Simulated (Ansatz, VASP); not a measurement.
One calculation of LiPb, two programs

The input INCAR:

```
SYSTEM = LiPb
PREC     = Accurate       ! precision mode
ENCUT    = 520            ! plane-wave cutoff, eV
EDIFF    = 1E-8           ! SCF threshold, eV
ISMEAR   = -1             ! smearing method
SIGMA    = 0.03           ! smearing width, eV
LREAL    = .FALSE.        ! projectors in reciprocal space
LASPH    = .TRUE.         ! aspherical terms in the spheres
NELM     = 80             ! most SCF steps
ALGO     = Normal         ! electronic algorithm
ISIF     = 2              ! what is computed and relaxed
LWAVE    = .FALSE.        ! write WAVECAR
LCHARG   = .FALSE.        ! write CHGCAR
LEFG     = .TRUE.       
NBANDS   = 16             ! bands
```

File KPOINTS:

```
Automatic mesh
0
G
  10 10 10
  0 0 0
```

POSCAR

```
LiPb
1.0
    3.5220000000      0.0000000000      0.0000000000
    0.0000000000      3.5220000000      0.0000000000
    0.0000000000      0.0000000000      3.5924400000
Li Pb
1 1
Direct
    0.5000000000      0.5000000000      0.5000000000
    0.0000000000      0.0000000000      0.0000000000
```

Input for Ansatz:

```yaml
crystal:
  lattice:
    - [3.522, 0.0, 0.0]
    - [0.0, 3.522, 0.0]
    - [0.0, 0.0, 3.59244]
  atoms:
    - { symbol: Li, position: [0.5, 0.5, 0.5] }
    - { symbol: Pb, position: [0.0, 0.0, 0.0] }
kpoints:
  mp_grid: { grid: [10, 10, 10] }
scf:
  occupations: { method: fermi_dirac, width: 0.03 }
hamiltonian:
  xc: lda
  pseudopotentials: { kind: all_electron, datasets: crystal }
output:
  forces: true
  stress: true
  eigenvalues: true
  efg: { contact_densities: true }
```

Change from the starting cell: zz strain of +2 %, crystal datasets.

Alike in both runs: task electric field gradients; functional LDA; k mesh 10 × 10 × 10; occupations fermi-dirac, width 0.03 eV; no spin polarisation.

```csv
,VASP,Ansatz
version,VASP 6.6.1,Ansatz 0.2.0
potentials or method,"VASP PAW LDA potentials, release 64 (Li_sv, Pb_d), cutoff 520 eV","all-electron PAW with datasets made for the crystal, scalar-relativistic"
```

VASP gave:

| Quantity | Value |
| --- | --- |
| size of Vzz on the site where it differs most (V/Å²) | 7.1 |

**Question.** Which values does Ansatz return?

**Answer.** Size of Vzz on the site where it differs most (V/Å²): 6.7.

LDA's correlation is that of Perdew and Zunger in VASP and of Perdew and Wang (1992) in Ansatz. Ansatz ran all-electron here, and VASP with PAW potentials.

Neither program's run includes spin-orbit coupling. Noted on VASP's run: the cutoff is short for stress, so the pressure is rough.
